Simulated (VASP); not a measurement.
# CuI (Immm) in VASP: a series of runs, part 2 of 2

VASP 6.6.1. The steps go on from the part before.

## (3) Single point, PBE (strain -0.0300 x Voigt [0, 0, 0, 1, 0, 0])

File INCAR:

```
ALGO = Normal
EDIFF = 1E-6
ENCUT = 520
GGA = PE
ISIF = 2
ISMEAR = 0
LASPH = T
LCHARG = F
LREAL = F
LWAVE = F
NBANDS = 16
NELM = 60
PREC = Accurate
SIGMA = 0.15
```

File KPOINTS:

```
k-points
0
Gamma
  14 14 14
```

File POSCAR:

```
CuI
1.0
    0.0000000000      2.8191576650      2.8191576650
    2.8620890000     -0.0429313350      2.8620890000
    2.8620890000      2.8620890000     -0.0429313350
Cu I
1 1
Direct
    0.0000000000      0.0000000000      0.0000000000
    0.5000000000      0.5000000000      0.5000000000
```

Potentials or basis: VASP PAW PBE potentials, release 64 (Cu, I).

Started as:

```console
$ cat potpaw_PBE.64/Cu/POTCAR potpaw_PBE.64/I/POTCAR > POTCAR
$ mpirun -np 1 vasp_std > vasp.out
```

OUTCAR:

```text
EDIFF = 1E-6
   ENCUT = 520
   GGA = PE
   ISIF = 2
   ISMEAR = 0
   LASPH = T
   LREAL = F
   NELM = 60
   PREC = Accurate

 ion  position               nearest neighbor table
   1  0.000  0.000  0.000-   2 2.86   2 2.86   2 2.86   2 2.86   2 2.86   2 2.86
   2  0.500  0.500  0.500-   1 2.86   1 2.86   1 2.86   1 2.86   1 2.86   1 2.86

  LATTYP: Found a body centered orthorhombic cell.
 ALAT       =     3.9868910043
 B/A-ratio  =     1.0304568528
 C/A-ratio  =     1.4357498095

  Lattice vectors:

 A1 = (  -2.8620890000,   0.0429313350,  -2.8620890000)
 A2 = (  -2.8620890000,  -0.0429313350,   2.8620890000)
 A3 = (   2.8620890000,   2.8620890000,  -0.0429313350)

Analysis of symmetry for initial positions (statically):
=====================================================================
 Subroutine PRICEL returns:
 Original cell was already a primitive cell.

 Routine SETGRP: Setting up the symmetry group for a
 body centered orthorhombic supercell.

 Subroutine GETGRP returns: Found  8 space group operations
 (whereof  8 operations were pure point group operations)
 out of a pool of  8 trial point group operations.

The static configuration has the point symmetry D_2h.

Analysis of symmetry for dynamics (positions and initial velocities):
=====================================================================
 Subroutine PRICEL returns:
 Original cell was already a primitive cell.

 Routine SETGRP: Setting up the symmetry group for a
 body centered orthorhombic supercell.

 Subroutine GETGRP returns: Found  8 space group operations
 (whereof  8 operations were pure point group operations)
 out of a pool of  8 trial point group operations.

The dynamic configuration has the point symmetry D_2h.

 Subroutine INISYM returns: Found  8 space group operations
 (whereof  8 operations are pure point group operations),
 and found     1 'primitive' translations

----------------------------------------------------------------------------------------

                                     Primitive cell

  volume of cell :      46.8794

  direct lattice vectors                    reciprocal lattice vectors
     0.000000000  2.819157665  2.819157665    -0.174697572  0.177357941  0.177357941
     2.862089000 -0.042931335  2.862089000     0.174697572 -0.172115835  0.172115835
     2.862089000  2.862089000 -0.042931335     0.174697572  0.172115835 -0.172115835

  length of vectors
     3.986891004  4.047832752  4.047832752     0.305664719  0.299611353  0.299611353

  position of ions in fractional coordinates (direct lattice)
     0.000000000  0.000000000  0.000000000
     0.500000000  0.500000000  0.500000000

  ion indices of the primitive-cell ions
   primitive index   ion index
                 1           1
                 2           2

----------------------------------------------------------------------------------------

 KPOINTS: k-points

Automatic generation of k-mesh.
 Grid dimensions read from file:
 generate k-points for:   14   14   14

 Generating k-lattice:

  Cartesian coordinates                     Fractional coordinates (reciprocal lattice)
    -0.012478398  0.012668424  0.012668424     0.071428571  0.000000000  0.000000000
     0.012478398 -0.012293988  0.012293988     0.000000000  0.071428571  0.000000000
     0.012478398  0.012293988 -0.012293988     0.000000000  0.000000000  0.071428571

  Length of vectors
     0.021833194  0.021400811  0.021400811

  Shift w.r.t. Gamma in fractional coordinates (k-lattice)
     0.000000000  0.000000000  0.000000000

 Subroutine IBZKPT returns following result:
 ===========================================

 Found    428 irreducible k-points:

 Following reciprocal coordinates:
            Coordinates               Weight
  0.000000  0.000000  0.000000      1.000000
  0.071429 -0.000000 -0.000000      4.000000
  0.142857 -0.000000 -0.000000      4.000000
  0.214286  0.000000  0.000000      4.000000
  0.285714 -0.000000  0.000000      4.000000
  0.357143  0.000000  0.000000      4.000000
[... 16 lines left out ...]
  0.000000  0.142857  0.000000      4.000000
  0.071429  0.142857  0.000000      8.000000
 [... further k-points ...]
   k-points           NKPTS =    428   k-points in BZ     NKDIM =    428   number of bands    NBANDS=     16
   number of dos      NEDOS =    301   number of ions     NIONS =      2
   total plane-waves  NPLWV =  27000
   dimension x,y,z NGX =    30 NGY =   30 NGZ =   30
   dimension x,y,z NGXF=    60 NGYF=   60 NGZF=   60
   ions per type =               1   1
   NGX,Y,Z   is equivalent  to a cutoff of  12.51, 12.32, 12.32 a.u.
   NGXF,Y,Z  is equivalent  to a cutoff of  25.02, 24.64, 24.64 a.u.
 SYSTEM =  unknown system
   PREC   = accura    normal or accurate (medium, high low for compatibility)
   ISTART =      0    job   : 0-new  1-cont  2-samecut
   ICHARG =      2    charge: 1-file 2-atom 10-const
   ISPIN  =      1    spin polarized calculation?
   LNONCOLLINEAR =      F non collinear calculations
   LSORBIT =      F    spin-orbit coupling
   LASPH  =      T    aspherical Exc in radial PAW
   ENCUT  =  520.0 eV  38.22 Ry    6.18 a.u.   7.41  7.53  7.53*2*pi/ulx,y,z
   NELM   =     60;   NELMIN=  2; NELMDL= -5     # of ELM steps
   EDIFF  = 0.1E-05   stopping-criterion for ELM
   LREAL  =      F    real-space projection
   EDIFFG = 0.1E-04   stopping-criterion for IOM
   NSW    =      0    number of steps for IOM
   IBRION =     -1    ionic relax: 0-MD 1-quasi-New 2-CG
   NFREE  =      0    steps in history (QN), initial steepest desc. (CG)
   ISIF   =      2    stress and relaxation
   ISYM   =      2    0-nonsym 1-usesym 2-fastsym
   POTIM  = 0.5000    time-step for ionic-motion
   TEBEG  =    0.0;   TEEND  =   0.0 temperature during run
   PSTRESS=    0.0 pullay stress
   NELECT =      18.0000    total number of electrons
   NUPDOWN=      -1.0000    fix difference up-down
   EMIN   =  10.00;   EMAX   =-10.00  energy-range for DOS
   EFERMI =   0.00;   METHOD = LEGACY
   ISMEAR =     0;   SIGMA  =   0.15  broadening in eV -4-tet -1-fermi 0-gaus
   EFERMI_NEDOS =   21; number of points for ismear=-14 and -15
   IALGO  =     38    algorithm
   IMIX   =      4    mixing-type and parameters
     AMIX     =   0.40;   BMIX     =  1.00
     AMIX_MAG =   1.60;   BMIX_MAG =  1.00
  volume/ion in A,a.u.               =      23.44       158.18
  Fermi-wavevector in a.u.,A,eV,Ry     =   1.189885  2.248557 19.263497  1.415827
  Thomas-Fermi vector in A             =   2.325983
   LORBIT       =      0    0 simple, 1 ext, 2 COOP (PROOUT), +10 PAW based schemes
   GGA     = PE    functional components
   LHFCALC =     F    Hartree Fock is set to
   AEXX    =    0.0000 exact exchange contribution
   IVDW    =     0    specifies the selected vdW correction
   LEPSILON=     F    determine dielectric tensor
   LRPA    =     F    only Hartree local field effects (RPA)
 non-spin polarized calculation
 Gauss-broadening in eV      SIGMA  =   0.15
  energy-cutoff  :      520.00
  volume of cell :       46.88
 maximum number of plane-waves:      1282
 NGX is ok and might be reduce to    30
   NGX = 15   NGY = 15   NGZ = 15

 number of electron      17.9999999 magnetization

 Free energy of the ion-electron system (eV)
  ---------------------------------------------------
  ext. energy  EPLUGINS =         0.00000000
  ---------------------------------------------------
  free energy    TOTEN  =        -5.09432260 eV

  energy without entropy =       -5.08875162  energy(sigma->0) =       -5.09153711

 E-fermi :   6.2326     XC(G=0): -10.0261

 val. band max:        6.2258439254   @ k =  -0.0714   0.5000   0.4286
 cond. band min:       6.2356758535   @ k =   0.5000  -0.4286   0.0714
 fundamental gap:      0.0098319281
 Fermi energy:         6.2325724557

 k-point     1 :       0.0000    0.0000    0.0000
  band No.  band energies     occupation
      1      -8.0670      2.00000
      2       4.2470      2.00000
      3       4.2494      2.00000
      4       4.2515      2.00000
      5       4.2693      2.00000
      6       4.2871      2.00000
[... 8 lines left out ...]
     15      14.8918      0.00000
     16      14.9675      0.00000
[... 419 lines left out ...]
 k-point    24 :       0.0714    0.1429    0.0000
  band No.  band energies     occupation
      1      -7.9325      2.00000
      2       2.9916      2.00000
      3       3.7080      2.00000
      4       3.7782      2.00000
      5       4.2756      2.00000
      6       4.2985      2.00000
[... 8 lines left out ...]
     15      15.2058      0.00000
     16      15.3480      0.00000

 [... further k-points ...]

------------------------ aborting loop because EDIFF is reached ----------------------------------------

  FORCE on cell =-STRESS in cart. coord.  units (eV):
  Direction    XX          YY          ZZ          XY          YZ          ZX
  --------------------------------------------------------------------------------------
  -------------------------------------------------------------------------------------
  Total        0.0973784      0.1096635      0.1096635      0.0000000      0.1729344      0.0000000
  in kB        3.3280636      3.7479267      3.7479267      0.0000000      5.9103089      0.0000000
  external PRESSURE =       3.6079723 kB  Pullay stress =       0.0000000 kB

 VOLUME and BASIS-vectors are now :
 -----------------------------------------------------------------------------
  energy-cutoff  :      520.00
  volume of cell :       46.88
      direct lattice vectors                 reciprocal lattice vectors
     0.000000000  2.819157665  2.819157665    -0.174697572  0.177357941  0.177357941
     2.862089000 -0.042931335  2.862089000     0.174697572 -0.172115835  0.172115835
     2.862089000  2.862089000 -0.042931335     0.174697572  0.172115835 -0.172115835

 POSITION                                       TOTAL-FORCE (eV/Angst)
 -----------------------------------------------------------------------------------
      0.00000      0.00000      0.00000         0.000000     -0.000000      0.000000
      2.86209      2.81916      2.81916         0.000000      0.000000     -0.000000
 -----------------------------------------------------------------------------------
    total drift:                               -0.000000      0.000000      0.000000

  FREE ENERGIE OF THE ION-ELECTRON SYSTEM (eV)
  ---------------------------------------------------
  free  energy   TOTEN  =        -5.0943226030 eV

  energy  without entropy=       -5.0887516172  energy(sigma->0) =       -5.09153711
```

OSZICAR:

```text
N       E                     dE             d eps       ncg     rms          rms(c)
DAV:   1     0.980225198085E+02    0.98023E+02   -0.79727E+03 13768   0.127E+03
DAV:   2     0.864882473449E+00   -0.97158E+02   -0.89092E+02 14768   0.234E+02
DAV:   3    -0.514070788068E+01   -0.60056E+01   -0.58945E+01 18328   0.623E+01
DAV:   4    -0.530646398048E+01   -0.16576E+00   -0.16570E+00 18008   0.915E+00
DAV:   5    -0.531097916011E+01   -0.45152E-02   -0.45151E-02 19832   0.151E+00    0.698E+00
DAV:   6    -0.527956797012E+01    0.31411E-01   -0.28794E+00 14400   0.434E+01    0.414E+00
DAV:   7    -0.509383830857E+01    0.18573E+00   -0.79715E-01 14840   0.286E+01    0.215E+00
DAV:   8    -0.509723570566E+01   -0.33974E-02   -0.35657E-02 21576   0.278E+00    0.715E-01
DAV:   9    -0.509426418606E+01    0.29715E-02   -0.11103E-02 17648   0.299E+00    0.111E-01
DAV:  10    -0.509434061832E+01   -0.76432E-04   -0.42599E-04 21920   0.336E-01    0.588E-02
DAV:  11    -0.509432078733E+01    0.19831E-04   -0.13434E-04 19408   0.307E-01    0.102E-02
DAV:  12    -0.509432238491E+01   -0.15976E-05   -0.10496E-05 19752   0.363E-02    0.601E-03
DAV:  13    -0.509432260301E+01   -0.21810E-06   -0.10257E-06 10448   0.302E-02
   1 F= -.50943226E+01 E0= -.50915371E+01  d E =-.557099E-02
```

It took 2.4 min on 1 thread of AMD EPYC 9R45 (Zen 5), shared host; peak memory 0.41 GiB.

What came out:

- Free energy: -5.0943 eV
- Pressure: 0.4 GPa
- Band gap on the k mesh: zero (bands 9 and 10 overlap by 0.46 eV)

Stress tensor (GPa, compression positive):
```
0.33 0.00 0.00
0.00 0.37 0.59
0.00 0.59 0.37
```

Levels at points of the mesh, in eV from the Fermi level:
```tsv
k point	band 5	band 6	band 7	band 8	band 9	band 10	band 11	band 12	band 13	band 14
(0.00, 0.00, 0.00)	-1.96	-1.95	-1.94	-1.82	-1.69	0.87	7.13	7.33	7.53	8.65
(0.50, 0.00, 0.00)	-1.75	-1.73	-1.64	-0.04	-0.03	2.69	4.22	4.40	5.55	10.77
(0.00, 0.50, 0.00)	-1.76	-1.74	-1.66	-0.02	-0.01	2.86	4.41	4.59	5.70	10.62
(0.50, 0.50, 0.00)	-2.23	-1.87	-1.67	-1.67	-1.56	-0.46	4.42	9.84	10.00	10.50
(0.00, 0.50, 0.50)	-2.23	-1.87	-1.67	-1.67	-1.56	-0.47	4.43	10.00	10.02	10.36
```

Caveat: the cell differs from its parent crystal (strain -0.0300 x Voigt [0, 0, 0, 1, 0, 0]); semilocal functionals underestimate gaps, and a narrow one can read as zero; spin-orbit coupling is left out, which moves the levels of the heavy elements.

## (4) Single point, PBE (strain +0.0525 x Voigt [0, 0, 0, 1, 0, 0])

File INCAR:

```
SYSTEM = CuI
ALGO = Normal
EDIFF = 1E-7
ENCUT = 520
GGA = PE
ISIF = 2
ISMEAR = 0
LASPH = .True.
LCHARG = .False.
LREAL = .False.
LWAVE = .False.
NBANDS = 16
NELM = 60
PREC = Accurate
SIGMA = 0.15
```

File KPOINTS:

```
k-points
0
Gamma
  14 14 14
  0 0 0
```

File POSCAR:

```
CuI
1.0
    0.0000000000      2.9372188362      2.9372188362
    2.8620890000      0.0751298362      2.8620890000
    2.8620890000      2.8620890000      0.0751298362
Cu I
1 1
Direct
    0.0000000000      0.0000000000      0.0000000000
    0.5000000000      0.5000000000      0.5000000000
```

Started as:

```console
$ cat potpaw_PBE.64/Cu/POTCAR potpaw_PBE.64/I/POTCAR > POTCAR
$ mpirun -np 1 vasp_std > vasp.out
```

It took 2.5 min on 1 thread of AMD EPYC 9R45 (Zen 5), shared host; peak memory 0.42 GiB.

The run converged. Its results:

```yaml
Free_energy: -5.0889 eV
Pressure: 0.3 GPa
Band_gap_on_the_k_mesh: zero (bands 9 and 10 overlap by 0.48 eV)
```

Stress tensor (GPa, compression positive):
```
 0.26  0.00  0.00
 0.00  0.39 -1.04
 0.00 -1.04  0.39
```

Levels at points of the mesh, in eV from the Fermi level:
```csv
k point,band 6,band 7,band 8,band 9,band 10,band 11,band 12,band 13
"(0.00, 0.00, 0.00)",-1.96,-1.93,-1.83,-1.60,0.86,6.99,7.34,7.69
"(0.50, 0.00, 0.00)",-1.74,-1.67,-0.01,0.00,2.91,4.42,4.75,5.75
"(0.00, 0.50, 0.00)",-1.73,-1.63,-0.06,-0.03,2.62,4.09,4.41,5.49
"(0.50, 0.50, 0.00)",-1.87,-1.68,-1.67,-1.56,-0.45,4.42,9.63,10.00
"(0.00, 0.50, 0.50)",-1.87,-1.67,-1.67,-1.56,-0.48,4.45,10.01,10.05
```

Caveat: the cell differs from its parent crystal (strain +0.0525 x Voigt [0, 0, 0, 1, 0, 0]); semilocal functionals underestimate gaps, and a narrow one can read as zero; spin-orbit coupling is left out, which moves the levels of the heavy elements.

## (5) Summary

```tsv
cell	gap on the mesh (eV)	pressure (GPa)
a = 4.139, b = 4.048, c = 4.048 Å, angles 58.5, 59.3, 59.3°, 2 atoms	none	0.4
a = 3.987, b = 4.048, c = 4.048 Å, angles 61.0, 60.5, 60.5°, 2 atoms	none	0.4
a = 4.154, b = 4.048, c = 4.048 Å, angles 58.3, 59.1, 59.1°, 2 atoms	none	0.3
```

Alike in all rows: task single point; level PBE; potentials or basis VASP PAW PBE potentials, release 64 (Cu, I); no spin polarisation; k mesh 14 × 14 × 14; cutoff (eV) 520; smearing gaussian 0.15 eV.

Caveats: semilocal functionals underestimate gaps, and a narrow one can read as zero; spin-orbit coupling is left out, which moves the levels of the heavy elements.

Total energies depend on the potentials used, so only differences within one code and one set of settings carry meaning.
